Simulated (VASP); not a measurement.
## ZnO: single point with PBE

ZnO:

```
Zn O
1.0
     3.27209    0.00000    0.00000
    -1.63604    2.83371    0.00000
     0.00000    0.00000   10.62747
Zn O
4 4
Direct
  0.00000 0.00000 0.99964
  0.33333 0.66667 0.24943
  0.66667 0.33333 0.49964
  0.33333 0.66667 0.74943
  0.00000 0.00000 0.18785
  0.33333 0.66667 0.43809
  0.66667 0.33333 0.68785
  0.33333 0.66667 0.93809
```

```yaml
Program: VASP 6.6.1
Task: single point
Functional: PBE
Potentials_or_basis: VASP PAW PBE potentials, release 64 (Zn, O)
Cutoff: 520 eV
k_mesh: 9 × 9 × 3
Occupations: gaussian, width 0.02 eV
Spin: no spin polarisation
Dipole_correction: no
Further_INCAR_settings: ALGO = Normal; EDIFF = 1e-06; NBANDS = 46
```

- Pressure: 0.9 GPa
- Band gap on the k mesh: 0.67 eV

Forces in eV/Å, atoms in the order of the input:
```
Zn   0.000  0.000 -0.002
Zn   0.000  0.000  0.001
Zn   0.000  0.000 -0.002
Zn   0.000  0.000  0.001
O    0.000  0.000  0.002
O    0.000  0.000  0.000
O    0.000  0.000  0.002
O    0.000  0.000  0.000
```

Levels at points of the mesh, in eV from the valence-band top:
| k point | band 32 | band 33 | band 34 | band 35 | band 36 | band 37 | band 38 | band 39 | band 40 | band 41 |
| --- | --- | --- | --- | --- | --- | --- | --- | --- | --- | --- |
| (0.00, 0.00, 0.00) | -0.36 | -0.36 | -0.04 | 0.00 | 0.00 | 0.67 | 3.21 | 3.36 | 5.22 | 7.94 |

It took 43 s on 1 thread of Intel(R) Xeon(R) 6975P-C (Granite Rapids), on a shared host, peak memory 0.24 GiB.
